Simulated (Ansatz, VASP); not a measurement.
## Sb: VASP beside Ansatz

The input INCAR:

```
PREC = Accurate
ENCUT = 520
EDIFF = 1E-6
ISMEAR = 0
SIGMA = 0.1
LREAL = F
LASPH = T
NELM = 80
ALGO = Normal
ISIF = 2
LWAVE = F
LCHARG = F
GGA = PS
NBANDS = 8
```

The input KPOINTS:

```
regular mesh
0
Gamma
  14 14 14
```

The input POSCAR:

```
Sb
1.0
    3.0721836000      0.0000000000      0.0000000000
    0.0000000000      3.0721836000      0.0000000000
    0.0000000000      0.0000000000      3.0721836000
Sb
1
Direct
    0.0000000000      0.0000000000      0.0000000000
```

Input for Ansatz:

```yaml
crystal:
  lattice:
    - [3.0721836, 0.0, 0.0]
    - [0.0, 3.0721836, 0.0]
    - [0.0, 0.0, 3.0721836]
  atoms:
    - { symbol: Sb, position: [0.0, 0.0, 0.0] }
basis:
  ecutwfc: 420
kpoints:
  mp_grid: { grid: [14, 14, 14] }
hamiltonian:
  xc: pbesol
scf:
  occupations: { method: gaussian, width: 0.1 }
output:
  forces: true
  stress: true
  eigenvalues: true
```

Alike in both runs: task single point; functional PBEsol; k mesh 14 × 14 × 14; occupations gaussian, width 0.1 eV; no spin polarisation.

|  | VASP | Ansatz |
| --- | --- | --- |
| version | VASP 6.6.1 | Ansatz 0.2.0 |
| potentials or method | VASP PAW PBE potentials, release 64 (Sb), cutoff 520 eV | scalar-relativistic, plane waves, PAW |
| valence electrons in the cell | 5 | 15 |

Ansatz gave:

* gap on the k mesh at the Fermi level (eV): none
* pressure (GPa): -0.6

Problem. Estimate VASP's values.

Solution. gap on the k mesh at the Fermi level (eV): none; pressure (GPa): -0.5.

VASP's potentials were made for PBE, not for PBEsol. A gap of «none» marks a metal or a gap that the smearing closes. VASP's potentials hold 5 valence electrons a cell and Ansatz's 15, so a difference there can come from the potentials and not from the codes.

Neither program's run includes spin-orbit coupling.
